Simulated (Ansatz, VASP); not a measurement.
# Ta: VASP beside Ansatz

```xyz
1
Lattice="-1.5016 1.5016 1.8789 1.5016 -1.5016 1.8789 1.5016 1.5016 -1.8789" Properties=species:S:1:pos:R:3 pbc="T T T"
Ta    0.0000    0.0000    0.0000
```

Alike in both runs: task single point; functional PBEsol; k mesh 22 × 22 × 22; occupations gaussian, width 0.15 eV; no spin polarisation.

```csv
,VASP,Ansatz
version,VASP 6.6.1,Ansatz 0.2.0
potentials or method,"VASP PAW PBE potentials, release 64 (Ta_pv), cutoff 520 eV","scalar-relativistic, plane waves, PAW"
valence electrons in the cell,11,13
```

Ansatz gave:

- gap on the k mesh at the Fermi level (eV): none
- pressure (GPa): 13.7
- traceless stress, the component that is largest in VASP (GPa): -13.34

Task: What did VASP give for the same quantities?

Result: gap on the k mesh at the Fermi level (eV): none; pressure (GPa): 14.1; traceless stress, the component that is largest in VASP (GPa): -13.36.

VASP's potentials were made for PBE, not for PBEsol, and Ansatz warns of the same on its side. A gap of «none» marks a metal or a gap that the smearing closes. VASP's potentials hold 11 valence electrons a cell and Ansatz's 13, so a difference there can come from the potentials and not from the codes.

Spin-orbit coupling is off throughout.
